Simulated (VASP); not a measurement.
CdS, 2 atoms in the cell. The structure is tetragonal, space group I4/mmm (No. 139). The conventional cell has a = 3.699 Å, b = 3.699 Å, c = 5.782 Å, α = 90.00°, β = 90.00°, γ = 90.00°. Within 3.5 Å of Cd (site symmetry 4/mmm) lie 6 S at 2.62 to 2.89 Å. Within 3.5 Å of S (site symmetry 4/mmm) lie 6 Cd at 2.62 to 2.89 Å.  This cell differs from its parent crystal: strain -0.050 along x and y, +0.050 along z.

| Property | Result |
| --- | --- |
| Program | VASP 6.6.1 |
| Task | single point |
| Functional | PBE |
| Potentials or basis | VASP PAW PBE potentials, release 64 (Cd, S) |
| Cutoff | 520 eV |
| k mesh | 10 × 10 × 10 |
| Occupations | gaussian, width 0.03 eV |
| Spin | no spin polarisation |
| Dipole correction | no |
| Further INCAR settings | ALGO = Normal; EDIFF = 1e-06; NBANDS = 16 |

Potentials or basis: VASP PAW PBE potentials, release 64 (Cd, S).

Run with:

```bash
$ cat potpaw_PBE.64/Cd/POTCAR potpaw_PBE.64/S/POTCAR > POTCAR
$ mpirun -np 1 vasp_std > vasp.out
```

Hardware: 1 thread of Intel(R) Xeon(R) Platinum 8488C (Sapphire Rapids), with other jobs on the host.

How long does it take, and how much memory?

It took 45 s on 1 thread of Intel(R) Xeon(R) Platinum 8488C (Sapphire Rapids) (shared host), peak memory 0.2 GiB. Counts: scf iterations 13, k points 102.
